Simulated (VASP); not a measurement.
# MgS (P4/nmm) in VASP: notebook

MgS is run at these levels: PBE; tasks: single point, relaxation of cell and atoms.

All numbers are computed with VASP 6.6.1; they aren't measurements. Logs are shortened: lines on timing, memory, paths and dates and some standing lists are left out, and cuts for length are marked.

### 1 The cell of the first run

The structure is tetragonal, space group P4/nmm (No. 129). Conventional cell: a = 3.710 Å, b = 3.710 Å, c = 5.117 Å, α = 90.00°, β = 90.00°, γ = 90.00°. Mg (site symmetry 4mm) has 5 S at 2.10 to 2.64 Å within 2.8 Å. S (site symmetry 4mm) has 5 Mg at 2.10 to 2.64 Å within 2.8 Å.

### 2 Single point, PBE

INCAR reads:

```
PREC = Accurate ; ENCUT = 520
EDIFF = 1E-6 ; ISMEAR = 0
SIGMA = 0.1 ; LREAL = F
LASPH = T ; NELM = 100
ALGO = Normal ; ISIF = 2
LWAVE = F ; LCHARG = F
GGA = PE ; NBANDS = 16
```

KPOINTS reads:

```
regular mesh
0
Gamma
  6 6 4
```

POSCAR reads:

```
MgS
1.0
    3.7098571200      0.0000000000      0.0000000000
    0.0000000000      3.7098571200      0.0000000000
    0.0000000000      0.0000000000      5.1168394900
Mg S
2 2
Direct
    0.5000000000      0.0000000000      0.6731257100
    0.0000000000      0.5000000000      0.3268742900
    0.5000000000      0.0000000000      0.2623102800
    0.0000000000      0.5000000000      0.7376897200
```

Potentials or basis: VASP PAW PBE potentials, release 64 (Mg, S).

Run with:

```bash
$ cat potpaw_PBE.64/Mg/POTCAR potpaw_PBE.64/S/POTCAR > POTCAR
$ mpirun -np 1 vasp_std > vasp.out
```

OUTCAR:

```text
PREC = Accurate
   ENCUT = 520
   EDIFF = 1E-6
   ISMEAR = 0
   LREAL = F
   LASPH = T
   NELM = 100
   ISIF = 2
   GGA = PE

 ion  position               nearest neighbor table
   1  0.500  0.000  0.673-   3 2.10   4 2.64   4 2.64   4 2.64   4 2.64   3 3.01   2 3.17   2 3.17
                             2 3.17   2 3.17
   2  0.000  0.500  0.327-   4 2.10   3 2.64   3 2.64   3 2.64   3 2.64   4 3.01   1 3.17   1 3.17
                             1 3.17   1 3.17
   3  0.500  0.000  0.262-   1 2.10   2 2.64   2 2.64   2 2.64   2 2.64   1 3.01
   4  0.000  0.500  0.738-   2 2.10   1 2.64   1 2.64   1 2.64   1 2.64   2 3.01

  LATTYP: Found a simple tetragonal cell.
 ALAT       =     3.7098571200
 C/A-ratio  =     1.3792551369

  Lattice vectors:

 A1 = (   3.7098571200,   0.0000000000,   0.0000000000)
 A2 = (   0.0000000000,   3.7098571200,   0.0000000000)
 A3 = (   0.0000000000,   0.0000000000,   5.1168394900)

Analysis of symmetry for initial positions (statically):
=====================================================================
 Subroutine PRICEL returns:
 Original cell was already a primitive cell.

 Routine SETGRP: Setting up the symmetry group for a
 simple tetragonal supercell.

 Subroutine GETGRP returns: Found 16 space group operations
 (whereof  8 operations were pure point group operations)
 out of a pool of 16 trial point group operations.

The static configuration has the point symmetry D_2d.
 The point group associated with its full space group is D_4h.

Analysis of symmetry for dynamics (positions and initial velocities):
=====================================================================
 Subroutine PRICEL returns:
 Original cell was already a primitive cell.

 Routine SETGRP: Setting up the symmetry group for a
 simple tetragonal supercell.

 Subroutine GETGRP returns: Found 16 space group operations
 (whereof  8 operations were pure point group operations)
 out of a pool of 16 trial point group operations.

The dynamic configuration has the point symmetry D_2d.
 The point group associated with its full space group is D_4h.

 Subroutine INISYM returns: Found 16 space group operations
 (whereof  8 operations are pure point group operations),
 and found     1 'primitive' translations

----------------------------------------------------------------------------------------

                                     Primitive cell

  volume of cell :      70.4233

  direct lattice vectors                    reciprocal lattice vectors
     3.709857120  0.000000000  0.000000000     0.269552160  0.000000000  0.000000000
     0.000000000  3.709857120  0.000000000     0.000000000  0.269552160  0.000000000
     0.000000000  0.000000000  5.116839490     0.000000000  0.000000000  0.195433138

  length of vectors
     3.709857120  3.709857120  5.116839490     0.269552160  0.269552160  0.195433138

  position of ions in fractional coordinates (direct lattice)
     0.500000000  0.000000000  0.673125710
     0.000000000  0.500000000  0.326874290
     0.500000000  0.000000000  0.262310280
     0.000000000  0.500000000  0.737689720

  ion indices of the primitive-cell ions
   primitive index   ion index
                 1           1
                 2           2
                 3           3
                 4           4

----------------------------------------------------------------------------------------

 KPOINTS: regular mesh

Automatic generation of k-mesh.
 Grid dimensions read from file:
 generate k-points for:    6    6    4

 Generating k-lattice:

  Cartesian coordinates                     Fractional coordinates (reciprocal lattice)
     0.044925360  0.000000000  0.000000000     0.166666667  0.000000000  0.000000000
     0.000000000  0.044925360  0.000000000     0.000000000  0.166666667  0.000000000
     0.000000000  0.000000000  0.048858285     0.000000000  0.000000000  0.250000000

  Length of vectors
     0.044925360  0.044925360  0.048858285

  Shift w.r.t. Gamma in fractional coordinates (k-lattice)
     0.000000000  0.000000000  0.000000000

 Subroutine IBZKPT returns following result:
 ===========================================

 Found     30 irreducible k-points:

 Following reciprocal coordinates:
            Coordinates               Weight
  0.000000  0.000000  0.000000      1.000000
  0.166667  0.000000  0.000000      4.000000
  0.333333  0.000000  0.000000      4.000000
  0.500000  0.000000  0.000000      2.000000
  0.166667  0.166667  0.000000      4.000000
  0.333333  0.166667  0.000000      8.000000
[... 16 lines left out ...]
  0.333333  0.000000  0.500000      4.000000
  0.500000  0.000000  0.500000      2.000000
 [... further k-points ...]
   k-points           NKPTS =     30   k-points in BZ     NKDIM =     30   number of bands    NBANDS=     16
   number of dos      NEDOS =    301   number of ions     NIONS =      4
   total plane-waves  NPLWV =  31360
   dimension x,y,z NGX =    28 NGY =   28 NGZ =   40
   dimension x,y,z NGXF=    56 NGYF=   56 NGZF=   80
   ions per type =               2   2
   NGX,Y,Z   is equivalent  to a cutoff of  12.55, 12.55, 13.00 a.u.
   NGXF,Y,Z  is equivalent  to a cutoff of  25.09, 25.09, 25.99 a.u.
 SYSTEM =  unknown system
   PREC   = accura    normal or accurate (medium, high low for compatibility)
   ISTART =      0    job   : 0-new  1-cont  2-samecut
   ICHARG =      2    charge: 1-file 2-atom 10-const
   ISPIN  =      1    spin polarized calculation?
   LNONCOLLINEAR =      F non collinear calculations
   LSORBIT =      F    spin-orbit coupling
   LASPH  =      T    aspherical Exc in radial PAW
   ENCUT  =  520.0 eV  38.22 Ry    6.18 a.u.   6.90  6.90  9.51*2*pi/ulx,y,z
   NELM   =    100;   NELMIN=  2; NELMDL= -5     # of ELM steps
   EDIFF  = 0.1E-05   stopping-criterion for ELM
   LREAL  =      F    real-space projection
   EDIFFG = 0.1E-04   stopping-criterion for IOM
   NSW    =      0    number of steps for IOM
   IBRION =     -1    ionic relax: 0-MD 1-quasi-New 2-CG
   NFREE  =      0    steps in history (QN), initial steepest desc. (CG)
   ISIF   =      2    stress and relaxation
   ISYM   =      2    0-nonsym 1-usesym 2-fastsym
   POTIM  = 0.5000    time-step for ionic-motion
   TEBEG  =    0.0;   TEEND  =   0.0 temperature during run
   PSTRESS=    0.0 pullay stress
   NELECT =      16.0000    total number of electrons
   NUPDOWN=      -1.0000    fix difference up-down
   EMIN   =  10.00;   EMAX   =-10.00  energy-range for DOS
   EFERMI =   0.00;   METHOD = LEGACY
   ISMEAR =     0;   SIGMA  =   0.10  broadening in eV -4-tet -1-fermi 0-gaus
   EFERMI_NEDOS =   21; number of points for ismear=-14 and -15
   IALGO  =     38    algorithm
   IMIX   =      4    mixing-type and parameters
     AMIX     =   0.40;   BMIX     =  1.00
     AMIX_MAG =   1.60;   BMIX_MAG =  1.00
  volume/ion in A,a.u.               =      17.61       118.81
  Fermi-wavevector in a.u.,A,eV,Ry     =   0.998948  1.887738 13.577208  0.997897
  Thomas-Fermi vector in A             =   2.131205
   LORBIT       =      0    0 simple, 1 ext, 2 COOP (PROOUT), +10 PAW based schemes
   GGA     = PE    functional components
   LHFCALC =     F    Hartree Fock is set to
   AEXX    =    0.0000 exact exchange contribution
   IVDW    =     0    specifies the selected vdW correction
   LEPSILON=     F    determine dielectric tensor
   LRPA    =     F    only Hartree local field effects (RPA)
 non-spin polarized calculation
 Gauss-broadening in eV      SIGMA  =   0.10
  energy-cutoff  :      520.00
  volume of cell :       70.42
 maximum number of plane-waves:      1916
 NGX is ok and might be reduce to    28
   NGX = 13   NGY = 13   NGZ = 19

 number of electron      16.0000002 magnetization

 Free energy of the ion-electron system (eV)
  ---------------------------------------------------
  ext. energy  EPLUGINS =         0.00000000
  ---------------------------------------------------
  free energy    TOTEN  =       -15.52477904 eV

  energy without entropy =      -15.52477904  energy(sigma->0) =      -15.52477904

 E-fermi :   4.0891     XC(G=0):  -9.5968

 val. band max:        3.6319892202   @ k =   0.0000   0.0000   0.0000
 cond. band min:       6.6040942991   @ k =   0.5000   0.5000   0.0000
 fundamental gap:      2.9721050789
 Fermi energy:         4.0891462800

 k-point     1 :       0.0000    0.0000    0.0000
  band No.  band energies     occupation
      1      -9.1621      2.00000
      2      -7.3910      2.00000
      3      -0.3773      2.00000
      4       1.7594      2.00000
      5       1.7594      2.00000
      6       3.3429      2.00000
[... 8 lines left out ...]
     15      13.6070      0.00000
     16      13.9305      0.00000

 k-point     2 :       0.1667    0.0000    0.0000
  band No.  band energies     occupation
      1      -8.9877      2.00000
      2      -7.3980      2.00000
      3      -0.1710      2.00000
      4       0.9376      2.00000
      5       1.9104      2.00000
      6       2.5637      2.00000
[... 8 lines left out ...]
     15      12.5191      0.00000
     16      13.4412      0.00000

 k-point     3 :       0.3333    0.0000    0.0000
  band No.  band energies     occupation
      1      -8.5192      2.00000
      2      -7.5275      2.00000
      3      -0.0243      2.00000
      4       0.3566      2.00000
      5       1.0795      2.00000
      6       2.3237      2.00000
[... 8 lines left out ...]
     15      12.2784      0.00000
     16      13.1039      0.00000

 k-point     4 :       0.5000    0.0000    0.0000
  band No.  band energies     occupation
      1      -7.9392      2.00000
      2      -7.9392      2.00000
      3      -0.0612      2.00000
      4      -0.0612      2.00000
      5       1.4400      2.00000
      6       1.4400      2.00000
[... 8 lines left out ...]
     15      11.9503      0.00000
     16      11.9503      0.00000
[... 324 lines left out ...]
 k-point    22 :       0.1667    0.0000    0.5000
  band No.  band energies     occupation
      1      -8.5651      2.00000
      2      -7.9371      2.00000
      3       0.2644      2.00000
      4       0.6415      2.00000
      5       2.3067      2.00000
      6       2.3928      2.00000
[... 8 lines left out ...]
     15      12.0995      0.00000
     16      12.5332      0.00000

 k-point    23 :       0.3333    0.0000    0.5000
  band No.  band energies     occupation
      1      -8.2042      2.00000
      2      -7.8007      2.00000
      3      -0.8020      2.00000
      4      -0.4719      2.00000
      5       2.6043      2.00000
      6       2.7649      2.00000
[... 8 lines left out ...]
     15      12.7467      0.00000
     16      13.6195      0.00000

 k-point    24 :       0.5000    0.0000    0.5000
  band No.  band energies     occupation
      1      -7.8648      2.00000
      2      -7.8648      2.00000
      3      -1.1273      2.00000
      4      -1.1273      2.00000
      5       2.9108      2.00000
      6       2.9108      2.00000
[... 8 lines left out ...]
     15      13.7754      0.00000
     16      13.7754      0.00000

 [... further k-points ...]
[... 5 lines left out ...]
  --------------------------------------------------------------------------------------
  -------------------------------------------------------------------------------------
  Total        0.3580215      0.3580215     15.2418871      0.0000000      0.0000000      0.0000000
  in kB        8.1452328      8.1452328    346.7633270      0.0000000      0.0000000      0.0000000
  external PRESSURE =     121.0179308 kB  Pullay stress =       0.0000000 kB

 VOLUME and BASIS-vectors are now :
 -----------------------------------------------------------------------------
  energy-cutoff  :      520.00
  volume of cell :       70.42
      direct lattice vectors                 reciprocal lattice vectors
     3.709857120  0.000000000  0.000000000     0.269552160  0.000000000  0.000000000
     0.000000000  3.709857120  0.000000000     0.000000000  0.269552160  0.000000000
     0.000000000  0.000000000  5.116839490     0.000000000  0.000000000  0.195433138

 POSITION                                       TOTAL-FORCE (eV/Angst)
 -----------------------------------------------------------------------------------
      1.85493      0.00000      3.44428        -0.000000      0.000000      4.305622
      0.00000      1.85493      1.67256         0.000000     -0.000000     -4.305622
      1.85493      0.00000      1.34220         0.000000      0.000000     -3.896899
      0.00000      1.85493      3.77464        -0.000000      0.000000      3.896899
 -----------------------------------------------------------------------------------
    total drift:                               -0.000000     -0.000000      0.000000

  FREE ENERGIE OF THE ION-ELECTRON SYSTEM (eV)
  ---------------------------------------------------
  free  energy   TOTEN  =       -15.5247790387 eV

  energy  without entropy=      -15.5247790387  energy(sigma->0) =      -15.52477904
```

Run time: 11 s. Hardware: 1 thread of Intel Xeon 6975P-C (Granite Rapids), shared host; peak memory 0.18 GiB.

Results:

| Property | Result |
| --- | --- |
| Free energy | -15.5248 eV |
| Pressure | 12.1 GPa |
| Largest force | 4.306 eV/Å |
| Band gap on the k mesh | 2.97 eV, indirect (least direct gap 3.03 eV) |

Forces in eV/Å, atoms in the order of the input:
```
Mg   0.000  0.000  4.306
Mg   0.000  0.000 -4.306
S    0.000  0.000 -3.897
S    0.000  0.000  3.897
```

Stress tensor (GPa, compression positive):
```
 0.81  0.00  0.00
 0.00  0.81  0.00
 0.00  0.00 34.68
```

Levels at points of the mesh, in eV from the valence-band top:
| k point | band 4 | band 5 | band 6 | band 7 | band 8 | band 9 | band 10 | band 11 | band 12 | band 13 |
| --- | --- | --- | --- | --- | --- | --- | --- | --- | --- | --- |
| (0.00, 0.00, 0.00) | -1.87 | -1.87 | -0.29 | 0.00 | 0.00 | 3.03 | 3.67 | 4.16 | 7.92 | 7.92 |
| (0.50, 0.00, 0.00) | -3.69 | -2.19 | -2.19 | -0.76 | -0.76 | 5.43 | 5.43 | 7.57 | 7.57 | 7.93 |
| (0.50, 0.50, 0.00) | -4.32 | -1.72 | -1.72 | -1.52 | -1.52 | 2.97 | 2.97 | 4.56 | 4.56 | 12.05 |
| (0.00, 0.00, 0.50) | -2.47 | -1.44 | -1.44 | -0.69 | -0.69 | 4.50 | 4.81 | 5.56 | 6.54 | 8.51 |
| (0.50, 0.00, 0.50) | -4.76 | -0.72 | -0.72 | -0.63 | -0.63 | 4.49 | 4.49 | 6.85 | 6.85 | 7.36 |
| (0.50, 0.50, 0.50) | -3.76 | -2.67 | -2.67 | -2.37 | -2.37 | 5.05 | 5.05 | 7.56 | 7.56 | 8.75 |

Caveat: forces of over 1 eV/Å act on the atoms, so gaps and moduli don't describe the material at rest.

### 3 Relaxation of cell and atoms, PBE

INCAR reads:

```
PREC = Accurate
ENCUT = 600
EDIFF = 1E-6
ISMEAR = 0
SIGMA = 0.1
LREAL = F
LASPH = T
NELM = 60
ALGO = Normal
ISIF = 3
LWAVE = F
LCHARG = F
GGA = PE
IBRION = 2
NSW = 90
EDIFFG = -0.04
```

KPOINTS reads:

```
Automatic mesh
0
Gamma
  6 6 4
```

POSCAR is that of step 2.

Potentials or basis: VASP PAW PBE potentials, release 64 (Mg, S).

Run with:

```bash
$ cat potpaw_PBE.64/Mg/POTCAR potpaw_PBE.64/S/POTCAR > POTCAR
$ mpirun -np 1 vasp_std > vasp.out
```

Wall time 2 min (1 thread of Intel Xeon 6975P-C (Granite Rapids), shared host); peak memory 0.21 GiB.

Results (log left out):

- Free energy: -17.0047 eV
- Relaxed volume: 17.86 Å³/atom
- Relaxed cell: a = 3.697 Å, b = 3.697 Å, c = 5.225 Å, α = 90.00°, β = 90.00°, γ = 90.00°
- Space group after relaxing (to 0.05 Å): Fm-3m (No. 225)
- Energy gained by relaxing: 369.8 meV/atom
- Ionic steps: 16
- Pressure after relaxing: -0.2 GPa
- Largest force after relaxing: 0.033 eV/Å
- Band gap on the k mesh: 2.74 eV, direct

Forces in eV/Å, atoms in the order of the input:
```
Mg   0.000  0.000 -0.033
Mg   0.000  0.000  0.033
S    0.000  0.000 -0.010
S    0.000  0.000  0.010
```

The path:
| step | energy change (eV) | largest force (eV/Å) | pressure (GPa) | volume (Å³) |
| --- | --- | --- | --- | --- |
| 1 | 0.0000 | 4.3044 | 12.12 | 70.42 |
| 2 | -0.7927 | 0.9965 | -7.45 | 84.12 |
| 3 | -1.1852 | 0.5778 | -3.59 | 77.20 |
| 4 | -1.1876 | 0.6137 | -3.35 | 76.97 |
| 5 | -1.1888 | 0.6789 | -2.95 | 76.61 |
| 6 | -1.2686 | 0.6271 | -0.45 | 73.42 |
| 7 | -1.2856 | 0.5858 | 1.63 | 71.28 |
| 8 | -1.3440 | 0.4584 | 1.08 | 71.34 |
| 9 | -1.4546 | 0.1200 | 0.00 | 71.48 |
| 10 | -1.2200 | 1.2272 | 1.63 | 71.67 |
| 11 | -1.4657 | 0.0637 | -0.13 | 71.51 |
| 12 | -1.4696 | 0.0997 | -0.19 | 71.55 |
| 13 | -1.4700 | 0.0877 | -0.18 | 71.54 |
| 14 | -1.4784 | 0.0665 | 0.15 | 71.13 |
| 15 | -1.4784 | 0.0664 | 0.14 | 71.14 |
| 16 | -1.4790 | 0.0333 | -0.18 | 71.44 |

Final structure:
```cif
data_structure
_symmetry_space_group_name_H-M 'P 1'
_symmetry_Int_Tables_number 1
_cell_length_a 3.6975
_cell_length_b 3.6975
_cell_length_c 5.2253
_cell_angle_alpha 90.000
_cell_angle_beta 90.000
_cell_angle_gamma 90.000
_cell_volume 71.44
loop_
_atom_site_label
_atom_site_type_symbol
_atom_site_fract_x
_atom_site_fract_y
_atom_site_fract_z
_atom_site_occupancy
Mg1 Mg 0.50000 0.00000 0.75203 1
Mg2 Mg 0.00000 0.50000 0.24797 1
S1 S 0.50000 0.00000 0.25073 1
S2 S 0.00000 0.50000 0.74927 1
```

Levels at points of the mesh, in eV from the valence-band top:
| k point | band 6 | band 7 | band 8 | band 9 | band 10 | band 11 |
| --- | --- | --- | --- | --- | --- | --- |
| (0.00, 0.00, 0.00) | 0.00 | 0.00 | 0.00 | 2.74 | 3.60 | 4.43 |
| (0.50, 0.00, 0.00) | -2.29 | -0.61 | -0.61 | 5.66 | 5.66 | 7.48 |
| (0.50, 0.50, 0.00) | -1.65 | -1.65 | -1.65 | 2.74 | 2.74 | 4.44 |
| (0.00, 0.00, 0.50) | -0.95 | -0.95 | -0.95 | 4.94 | 4.96 | 5.64 |
| (0.50, 0.00, 0.50) | -0.58 | -0.57 | -0.57 | 4.53 | 4.53 | 6.89 |
| (0.50, 0.50, 0.50) | -3.17 | -2.32 | -2.32 | 5.20 | 5.20 | 8.02 |

A k mesh can miss the band edges. Expect the measured gap to be larger: semilocal functionals such as PBE lack the derivative discontinuity.
